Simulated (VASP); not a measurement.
Here is a VASP 6.6.1 calculation.

File INCAR:

```
PREC = Accurate
ENCUT = 520
EDIFF = 1E-6
ISMEAR = -1
SIGMA = 0.05
LREAL = F
LASPH = T
NELM = 150
ALGO = Normal
ISIF = 2
LWAVE = F
LCHARG = F
ISPIN = 2
MAGMOM = 0 0 4 1 0 0 0 0 0 0
LORBIT = 11
LMAXMIX = 6
GGA = PE
NBANDS = 56
```

The input KPOINTS:

```
regular mesh
0
Gamma
  5 5 5
```

File POSCAR:

```
NaLaMnMoO6
1.0
    0.0000000000      3.8625900000      3.8625900000
    3.8625900000      0.0000000000      3.8625900000
    3.8625900000      3.8625900000      0.0000000000
Na La Mn Mo O
1 1 1 1 6
Direct
    0.2500000000      0.2500000000      0.2500000000
    0.7500000000      0.7500000000      0.7500000000
    0.5000000000      0.5000000000      0.5000000000
    0.0000000000      0.0000000000      0.0000000000
    0.7466200000      0.2533800000      0.2533800000
    0.2533800000      0.2533800000      0.7466200000
    0.2533800000      0.7466200000      0.2533800000
    0.7466200000      0.2533800000      0.7466200000
    0.7466200000      0.7466200000      0.2533800000
    0.2533800000      0.7466200000      0.7466200000
```

Potentials or basis: VASP PAW PBE potentials, release 64 (Na_pv, La, Mn_pv, Mo_sv, O).

Run with:

```sh
$ cat potpaw_PBE.64/Na_pv/POTCAR potpaw_PBE.64/La/POTCAR potpaw_PBE.64/Mn_pv/POTCAR potpaw_PBE.64/Mo_sv/POTCAR potpaw_PBE.64/O/POTCAR > POTCAR
$ mpirun -np 1 vasp_std > vasp.out
```

Task: What does it give for the pressure?

Result: 0.5 GPa.

Task: What does it give for the net moment?

Result: -1.21 μB per cell.

Forces on the atoms (eV/Å):
```
Na   0.000  0.000  0.000
La   0.000  0.000  0.000
Mn   0.000  0.000  0.000
Mo   0.000  0.000  0.000
O   -0.069  0.000  0.000
O    0.000  0.000 -0.069
O    0.000 -0.069  0.000
O    0.000  0.069  0.000
O    0.000  0.000  0.069
O    0.069  0.000  0.000
```

Caveat: a cell with one magnetic atom can't hold antiferromagnetic order, which such compounds often take.
